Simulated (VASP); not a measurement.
Write the native input for VASP 6.6.1 that does the following.

```
Task                   : relaxation of cell and atoms
Functional             : PBE
Potentials or basis    : VASP PAW PBE potentials, release 64 (Be, Cd, O)
Cutoff                 : 600 eV
k mesh                 : 4 × 4 × 4
Occupations            : gaussian, width 0.1 eV
Spin                   : no spin polarisation
Dipole correction      : no
Further INCAR settings : ALGO = Normal; EDIFF = 1e-06; IBRION = 2; EDIFFG = -0.04; NSW = 90; ISIF = 3
```

The structure of Be2Cd2O lies in POSCAR:

```
Be2Cd2O
1.0
    3.8664509500      0.0000000000      0.0000000000
    0.0000000000      3.8664509500      0.0000000000
    0.0000000000      0.0000000000      5.2447268700
Be Cd O
2 2 1
Direct
    0.5000000000      0.5000000000      0.2399999900
    0.5000000000      0.5000000000      0.7600000100
    0.0000000000      0.5000000000      0.5000000000
    0.5000000000      0.0000000000      0.5000000000
    0.0000000000      0.0000000000      0.0000000000
```

The cell was built from a structure type or drawn by symmetry, and may not be a known phase.

The input as run:

INCAR

```
SYSTEM = Be2Cd2O
  ALGO = Normal
  EDIFF = 1E-6
  EDIFFG = -0.04
  ENCUT = 600
  GGA = PE
  IBRION = 2
  ISIF = 3
  ISMEAR = 0
  LASPH = .True.
  LCHARG = .False.
  LREAL = .False.
  LWAVE = .False.
  NELM = 60
  NSW = 90
  PREC = Accurate
  SIGMA = 0.1
```

KPOINTS

```
k-points
0
Gamma
  4 4 4
  0 0 0
```

Potentials or basis: VASP PAW PBE potentials, release 64 (Be, Cd, O).

Launch:

```bash
$ cat potpaw_PBE.64/Be/POTCAR potpaw_PBE.64/Cd/POTCAR potpaw_PBE.64/O/POTCAR > POTCAR
$ mpirun -np 1 vasp_std > vasp.out
```

Results of the run:

```
Relaxed volume                        : 16.37 Å³/atom
Relaxed cell                          : a = 4.543 Å, b = 4.543 Å, c = 3.967 Å, α = 90.00°, β = 90.00°, γ = 90.00°
Space group after relaxing (to 0.1 Å) : P4/mmm (No. 123)
Energy gained by relaxing             : 416.0 meV/atom
Ionic steps                           : 14
Pressure after relaxing               : 0.1 GPa
Largest force after relaxing          : 0.028 eV/Å
Band gap on the k mesh                : zero (bands 17 and 18 overlap by 1.64 eV)
```

Caveat: the k points lie up to 0.40 Å⁻¹ apart in the final cell, too coarse for converged energies and pressures of a metal; a cell axis changed by over 15 % at a fixed basis, so the end point is rough.

Wall time 8.6 min on 1 thread of Intel Xeon 8259CL, on a shared host, peak memory 0.23 GiB.
